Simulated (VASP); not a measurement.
# Al (Fm-3m) in VASP: further runs

The runs below take Al through single point, with revPBE.

Everything below comes from runs of VASP 6.6.1. Logs are shortened: lines on timing, memory, paths and dates and some standing lists are left out, and cuts for length are marked.

## (1) The cell of the first run

Symmetry: Fm-3m, No. 225, cubic system. The conventional cell has a = 3.890 Å, b = 3.890 Å, c = 3.890 Å, α = 90.00°, β = 90.00°, γ = 90.00°. Within 3.6 Å of Al (site symmetry m-3m) lie 12 Al at 2.75 Å.

## (2) Single point, revPBE (volume scaled by 0.88)

INCAR

```
ALGO = Normal
EDIFF = 1E-6
ENCUT = 520
GGA = RE
ISIF = 2
ISMEAR = -1
LASPH = T
LCHARG = T
LELF = T
LREAL = F
LVHAR = T
LWAVE = F
NBANDS = 8
NELM = 80
PREC = Accurate
SIGMA = 0.1
```

KPOINTS

```
k-points
0
Gamma
  22 22 22
```

POSCAR

```
Al
1.0
    0.0000000000      1.9448816458      1.9448816458
    1.9448816458      0.0000000000      1.9448816458
    1.9448816458      1.9448816458      0.0000000000
Al
1
Direct
    0.0000000000      0.0000000000      0.0000000000
```

Potentials or basis: VASP PAW PBE potentials, release 64 (Al).

Run with:

```console
$ cat potpaw_PBE.64/Al/POTCAR > POTCAR
$ mpirun -np 1 vasp_std > vasp.out
```

OUTCAR:

```text
EDIFF = 1E-6
   ENCUT = 520
   GGA = RE
   ISIF = 2
   ISMEAR = -1
   LASPH = T
   LREAL = F
   NELM = 80
   PREC = Accurate

 ion  position               nearest neighbor table
   1  0.000  0.000  0.000-

  LATTYP: Found a face centered cubic cell.
 ALAT       =     3.8897632916

  Lattice vectors:

 A1 = (   0.0000000000,   1.9448816458,   1.9448816458)
 A2 = (   1.9448816458,   0.0000000000,   1.9448816458)
 A3 = (   1.9448816458,   1.9448816458,   0.0000000000)

Analysis of symmetry for initial positions (statically):
=====================================================================
 Subroutine PRICEL returns:
 Original cell was already a primitive cell.

 Routine SETGRP: Setting up the symmetry group for a
 face centered cubic supercell.

 Subroutine GETGRP returns: Found 48 space group operations
 (whereof 48 operations were pure point group operations)
 out of a pool of 48 trial point group operations.

The static configuration has the point symmetry O_h .

Analysis of symmetry for dynamics (positions and initial velocities):
=====================================================================
 Subroutine PRICEL returns:
 Original cell was already a primitive cell.

 Routine SETGRP: Setting up the symmetry group for a
 face centered cubic supercell.

 Subroutine GETGRP returns: Found 48 space group operations
 (whereof 48 operations were pure point group operations)
 out of a pool of 48 trial point group operations.

The dynamic configuration has the point symmetry O_h .

 Subroutine INISYM returns: Found 48 space group operations
 (whereof 48 operations are pure point group operations),
 and found     1 'primitive' translations

----------------------------------------------------------------------------------------

                                     Primitive cell

  volume of cell :      14.7133

  direct lattice vectors                    reciprocal lattice vectors
     0.000000000  1.944881646  1.944881646    -0.257085052  0.257085052  0.257085052
     1.944881646  0.000000000  1.944881646     0.257085052 -0.257085052  0.257085052
     1.944881646  1.944881646  0.000000000     0.257085052  0.257085052 -0.257085052

  length of vectors
     2.750478001  2.750478001  2.750478001     0.445284373  0.445284373  0.445284373

  position of ions in fractional coordinates (direct lattice)
     0.000000000  0.000000000  0.000000000

  ion indices of the primitive-cell ions
   primitive index   ion index
                 1           1

----------------------------------------------------------------------------------------

 KPOINTS: k-points

Automatic generation of k-mesh.
 Grid dimensions read from file:
 generate k-points for:   22   22   22

 Generating k-lattice:

  Cartesian coordinates                     Fractional coordinates (reciprocal lattice)
    -0.011685684  0.011685684  0.011685684     0.045454545  0.000000000  0.000000000
     0.011685684 -0.011685684  0.011685684     0.000000000  0.045454545  0.000000000
     0.011685684  0.011685684 -0.011685684     0.000000000  0.000000000  0.045454545

  Length of vectors
     0.020240199  0.020240199  0.020240199

  Shift w.r.t. Gamma in fractional coordinates (k-lattice)
     0.000000000  0.000000000  0.000000000

 Subroutine IBZKPT returns following result:
 ===========================================

 Found    328 irreducible k-points:

 Following reciprocal coordinates:
            Coordinates               Weight
  0.000000  0.000000  0.000000      1.000000
  0.045455  0.000000  0.000000      8.000000
  0.090909  0.000000  0.000000      8.000000
  0.136364  0.000000  0.000000      8.000000
  0.181818  0.000000  0.000000      8.000000
  0.227273  0.000000  0.000000      8.000000
[... 16 lines left out ...]
  0.500000  0.045455  0.000000     24.000000
 -0.454545  0.045455  0.000000     24.000000
 [... further k-points ...]
   k-points           NKPTS =    328   k-points in BZ     NKDIM =    328   number of bands    NBANDS=      8
   number of dos      NEDOS =    301   number of ions     NIONS =      1
   total plane-waves  NPLWV =   8000
   dimension x,y,z NGX =    20 NGY =   20 NGZ =   20
   dimension x,y,z NGXF=    40 NGYF=   40 NGZF=   40
   ions per type =               1
   NGX,Y,Z   is equivalent  to a cutoff of  12.09, 12.09, 12.09 a.u.
   NGXF,Y,Z  is equivalent  to a cutoff of  24.18, 24.18, 24.18 a.u.
 SYSTEM =  unknown system
   PREC   = accura    normal or accurate (medium, high low for compatibility)
   ISTART =      0    job   : 0-new  1-cont  2-samecut
   ICHARG =      2    charge: 1-file 2-atom 10-const
   ISPIN  =      1    spin polarized calculation?
   LNONCOLLINEAR =      F non collinear calculations
   LSORBIT =      F    spin-orbit coupling
   LASPH  =      T    aspherical Exc in radial PAW
   ENCUT  =  520.0 eV  38.22 Ry    6.18 a.u.   5.11  5.11  5.11*2*pi/ulx,y,z
   NELM   =     80;   NELMIN=  2; NELMDL= -5     # of ELM steps
   EDIFF  = 0.1E-05   stopping-criterion for ELM
   LREAL  =      F    real-space projection
   EDIFFG = 0.1E-04   stopping-criterion for IOM
   NSW    =      0    number of steps for IOM
   IBRION =     -1    ionic relax: 0-MD 1-quasi-New 2-CG
   NFREE  =      0    steps in history (QN), initial steepest desc. (CG)
   ISIF   =      2    stress and relaxation
   ISYM   =      2    0-nonsym 1-usesym 2-fastsym
   POTIM  = 0.5000    time-step for ionic-motion
   TEBEG  =    0.0;   TEEND  =   0.0 temperature during run
   PSTRESS=    0.0 pullay stress
   NELECT =       3.0000    total number of electrons
   NUPDOWN=      -1.0000    fix difference up-down
   EMIN   =  10.00;   EMAX   =-10.00  energy-range for DOS
   EFERMI =   0.00;   METHOD = LEGACY
   ISMEAR =    -1;   SIGMA  =   0.10  broadening in eV -4-tet -1-fermi 0-gaus
   EFERMI_NEDOS =   21; number of points for ismear=-14 and -15
   IALGO  =     38    algorithm
   IMIX   =      4    mixing-type and parameters
     AMIX     =   0.40;   BMIX     =  1.00
     AMIX_MAG =   1.60;   BMIX_MAG =  1.00
  volume/ion in A,a.u.               =      14.71        99.29
  Fermi-wavevector in a.u.,A,eV,Ry     =   0.963560  1.820864 12.632299  0.928448
  Thomas-Fermi vector in A             =   2.093116
   LORBIT       =      0    0 simple, 1 ext, 2 COOP (PROOUT), +10 PAW based schemes
   GGA     = RE    functional components
   LHFCALC =     F    Hartree Fock is set to
   AEXX    =    0.0000 exact exchange contribution
   IVDW    =     0    specifies the selected vdW correction
   LEPSILON=     F    determine dielectric tensor
   LRPA    =     F    only Hartree local field effects (RPA)
 non-spin polarized calculation
  energy-cutoff  :      520.00
  volume of cell :       14.71
 maximum number of plane-waves:       411
   NGX = 11   NGY = 11   NGZ = 11

 number of electron       3.0000000 magnetization

 Free energy of the ion-electron system (eV)
  ---------------------------------------------------
  ext. energy  EPLUGINS =         0.00000000
  ---------------------------------------------------
  free energy    TOTEN  =        -3.49047393 eV

  energy without entropy =       -3.47912986  energy(sigma->0) =       -3.48480189

 E-fermi :   9.3146     XC(G=0): -10.5757

 val. band max:        9.3093946981   @ k =  -0.3636   0.3636   0.0000
 cond. band min:       9.3491328260   @ k =  -0.3182   0.4545   0.1364
 fundamental gap:      0.0397381279
 Fermi energy:         9.3145857462

 k-point     1 :       0.0000    0.0000    0.0000
  band No.  band energies     occupation
      1      -2.6276      2.00000
      2      22.5804      0.00000
      3      22.5804      0.00000
      4      22.5804      0.00000
      5      25.0908      0.00000
      6      25.0908      0.00000
      7      25.0908      0.00000
      8      26.5879      0.00000

 k-point     2 :       0.0455    0.0000    0.0000
  band No.  band energies     occupation
      1      -2.5670      2.00000
      2      21.5103      0.00000
      3      22.4283      0.00000
      4      22.4283      0.00000
      5      25.3415      0.00000
      6      25.3415      0.00000
      7      25.4061      0.00000
      8      27.2948      0.00000

 k-point     3 :       0.0909    0.0000    0.0000
  band No.  band energies     occupation
      1      -2.3853      2.00000
      2      19.6552      0.00000
      3      22.0945      0.00000
      4      22.0945      0.00000
      5      25.4130      0.00000
      6      25.9670      0.00000
      7      25.9670      0.00000
      8      28.8165      0.00000

 k-point     4 :       0.1364    0.0000    0.0000
  band No.  band energies     occupation
      1      -2.0831      2.00000
      2      17.7037      0.00000
      3      21.7344      0.00000
      4      21.7344      0.00000
      5      25.2387      0.00000
      6      26.7652      0.00000
      7      26.7652      0.00000
      8      27.8688      0.00000

 k-point     5 :       0.1818    0.0000    0.0000
  band No.  band energies     occupation
      1      -1.6613      2.00000
      2      15.7754      0.00000
      3      21.4187      0.00000
      4      21.4187      0.00000
      5      25.0316      0.00000
      6      26.6516      0.00000
      7      26.6516      0.00000
      8      27.9729      0.00000
[... 177 lines left out ...]
 k-point    22 :       0.4545    0.0455    0.0000
  band No.  band energies     occupation
      1       2.9570      2.00000
      2       6.3785      2.00000
      3      20.2743      0.00000
      4      20.6792      0.00000
      5      21.8731      0.00000
      6      23.3935      0.00000
      7      25.7520      0.00000
      8      27.0002      0.00000

 k-point    23 :       0.5000    0.0455    0.0000
  band No.  band energies     occupation
      1       4.0759      2.00000
      2       5.0856      2.00000
      3      20.2929      0.00000
      4      20.5530      0.00000
      5      22.0978      0.00000
      6      22.9487      0.00000
      7      25.8791      0.00000
      8      26.6994      0.00000

 k-point    24 :      -0.4545    0.0455    0.0000
  band No.  band energies     occupation
      1       3.7095      2.00000
      2       5.4867      2.00000
      3      19.9648      0.00000
      4      20.9226      0.00000
      5      22.4654      0.00000
      6      22.6112      0.00000
      7      25.7382      0.00000
      8      26.8691      0.00000

 [... further k-points ...]

------------------------ aborting loop because EDIFF is reached ----------------------------------------

  FORCE on cell =-STRESS in cart. coord.  units (eV):
  Direction    XX          YY          ZZ          XY          YZ          ZX
  --------------------------------------------------------------------------------------
  -------------------------------------------------------------------------------------
  Total        1.1828546      1.1828546      1.1828546     -0.0000000     -0.0000000     -0.0000000
  in kB      128.8049054    128.8049054    128.8049054     -0.0000000     -0.0000000     -0.0000000
  external PRESSURE =     128.8049054 kB  Pullay stress =       0.0000000 kB

 VOLUME and BASIS-vectors are now :
 -----------------------------------------------------------------------------
  energy-cutoff  :      520.00
  volume of cell :       14.71
      direct lattice vectors                 reciprocal lattice vectors
     0.000000000  1.944881646  1.944881646    -0.257085052  0.257085052  0.257085052
     1.944881646  0.000000000  1.944881646     0.257085052 -0.257085052  0.257085052
     1.944881646  1.944881646  0.000000000     0.257085052  0.257085052 -0.257085052

 POSITION                                       TOTAL-FORCE (eV/Angst)
 -----------------------------------------------------------------------------------
      0.00000      0.00000      0.00000        -0.000000     -0.000000      0.000000
 -----------------------------------------------------------------------------------
    total drift:                                0.000000      0.000000     -0.000000

  FREE ENERGIE OF THE ION-ELECTRON SYSTEM (eV)
  ---------------------------------------------------
  free  energy   TOTEN  =        -3.4904739256 eV

  energy  without entropy=       -3.4791298632  energy(sigma->0) =       -3.48480189
```

Run time: 15 s. Hardware: 1 thread of Intel Xeon Platinum 8375C at 2.90GHz (Ice Lake), shared host; peak memory 0.14 GiB.

Results:

```yaml
Free_energy: -3.4905 eV
Pressure: 12.9 GPa
```

Caveat: the cell differs from its parent crystal (volume scaled by 0.88); the PAW data sets were made with another functional, which shifts forces and pressure a little.

## (3) Single point, revPBE (volume scaled by 0.92)

INCAR

```
SYSTEM = Al
PREC = Accurate ; ENCUT = 520
EDIFF = 1E-6 ; ISMEAR = -1
SIGMA = 0.1 ; LREAL = .False.
LASPH = .True. ; NELM = 60
ALGO = Normal ; ISIF = 2
LWAVE = .False. ; LCHARG = .True.
GGA = RE ; LELF = .True.
LVHAR = .True. ; NBANDS = 8
```

KPOINTS

```
Automatic mesh
0
Gamma
  22 22 22
  0 0 0
```

POSCAR

```
Al
1.0
    0.0000000000      1.9739140103      1.9739140103
    1.9739140103      0.0000000000      1.9739140103
    1.9739140103      1.9739140103      0.0000000000
Al
1
Direct
    0.0000000000      0.0000000000      0.0000000000
```

Potentials or basis: VASP PAW PBE potentials, release 64 (Al).

Run with:

```console
$ cat potpaw_PBE.64/Al/POTCAR > POTCAR
$ mpirun -np 1 vasp_std > vasp.out
```

It took 17 s on 1 thread of Intel Xeon Platinum 8375C at 2.90GHz (Ice Lake), shared host; peak memory 0.15 GiB.

The run converged. Its results:

```yaml
Free_energy: -3.5328 eV
Pressure: 7.6 GPa
```

Levels at points of the mesh, in eV from the Fermi level:
```
           k point  band 1  band 2  band 3  band 4  band 5
(0.00, 0.00, 0.00)  -11.62   13.01   13.01   13.01   15.15
(0.50, 0.00, 0.00)   -4.88   -4.45   11.78   11.78   12.26
(0.50, 0.50, 0.00)   -3.09   -1.60    5.25    5.97    5.97
```

Caveat: the cell differs from its parent crystal (volume scaled by 0.92); the PAW data sets were made with another functional, which shifts forces and pressure a little.

## (4) Single point, revPBE (volume scaled by 0.96)

Edit INCAR of step 3 so:

```diff
@@ -2,3 +2,3 @@
 PREC = Accurate ; ENCUT = 520
-EDIFF = 1E-6 ; ISMEAR = -1
+EDIFF = 1E-7 ; ISMEAR = -1
 SIGMA = 0.1 ; LREAL = .False.
```

KPOINTS

```
regular mesh
0
Gamma
  22 22 22
  0 0 0
```

POSCAR

```
Al
1.0
    0.0000000000      2.0021165922      2.0021165922
    2.0021165922      0.0000000000      2.0021165922
    2.0021165922      2.0021165922      0.0000000000
Al
1
Direct
    0.0000000000      0.0000000000      0.0000000000
```

Run with:

```console
$ cat potpaw_PBE.64/Al/POTCAR > POTCAR
$ mpirun -np 1 vasp_std > vasp.out
```

Wall time 22 s (1 thread of Intel Xeon Platinum 8375C at 2.90GHz (Ice Lake), shared host); peak memory 0.15 GiB.

Results (log left out):

- Free energy: -3.5553 eV
- Pressure: 3.3 GPa

Levels at points of the mesh, in eV from the Fermi level:
```tsv
k point	band 1	band 2	band 3	band 4	band 5
(0.00, 0.00, 0.00)	-11.32	12.76	12.76	12.76	14.57
(0.50, 0.00, 0.00)	-4.71	-4.39	11.58	11.58	11.79
(0.50, 0.50, 0.00)	-2.99	-1.58	5.24	5.76	5.76
```

Caveat: the cell differs from its parent crystal (volume scaled by 0.96); the PAW data sets were made with another functional, which shifts forces and pressure a little.

## (5) Single point, revPBE

This run uses another cell than the first one, of 16.72 Å³/atom, 1.136 times its volume.

INCAR

```
ALGO = Normal ; EDIFF = 1E-7
ENCUT = 520 ; GGA = RE
ISIF = 2 ; ISMEAR = -1
LASPH = True ; LCHARG = False
LREAL = False ; LWAVE = False
NBANDS = 8 ; NELM = 80
PREC = Accurate ; SIGMA = 0.1
```

KPOINTS

```
k-points
0
Gamma
  22 22 22
```

POSCAR

```
Al
1.0
    0.0000000000      2.0295462554      2.0295462554
    2.0295462554      0.0000000000      2.0295462554
    2.0295462554      2.0295462554      0.0000000000
Al
1
Direct
    0.0000000000      0.0000000000      0.0000000000
```

Run with:

```console
$ cat potpaw_PBE.64/Al/POTCAR > POTCAR
$ mpirun -np 1 vasp_std > vasp.out
```

Run time: 22 s. Hardware: 1 thread of Intel Xeon Platinum 8375C at 2.90GHz (Ice Lake), shared host; peak memory 0.16 GiB.

It converged, with:

```
Free energy : -3.5618 eV
Pressure    : -0.1 GPa
```

Levels at points of the mesh, in eV from the Fermi level:
| k point | band 1 | band 2 | band 3 | band 4 | band 5 | band 6 |
| --- | --- | --- | --- | --- | --- | --- |
| (0.00, 0.00, 0.00) | -11.03 | 12.54 | 12.54 | 12.54 | 14.04 | 14.04 |
| (0.50, 0.00, 0.00) | -4.54 | -4.33 | 11.35 | 11.35 | 11.39 | 11.39 |
| (0.50, 0.50, 0.00) | -2.89 | -1.57 | 5.23 | 5.57 | 5.57 | 9.02 |

Caveat: the PAW data sets were made with another functional, which shifts forces and pressure a little.

## (6) Summary

```csv
cell,gap on the mesh (eV),pressure (GPa)
"a = 2.750 Å, angles 60.0°, 1 atom",none,12.9
"a = 2.792 Å, angles 60.0°, 1 atom",none,7.6
"a = 2.831 Å, angles 60.0°, 1 atom",none,3.3
"a = 2.870 Å, angles 60.0°, 1 atom",none,-0.1
```

Alike in all rows: task single point; level revPBE; potentials or basis VASP PAW PBE potentials, release 64 (Al); no spin polarisation; k mesh 22 × 22 × 22; cutoff (eV) 520; smearing fermi-dirac 0.1 eV.

Caveats: the PAW data sets were made with another functional, which shifts forces and pressure a little.

Total energies depend on the potentials used, so only differences within one code and one set of settings carry meaning.
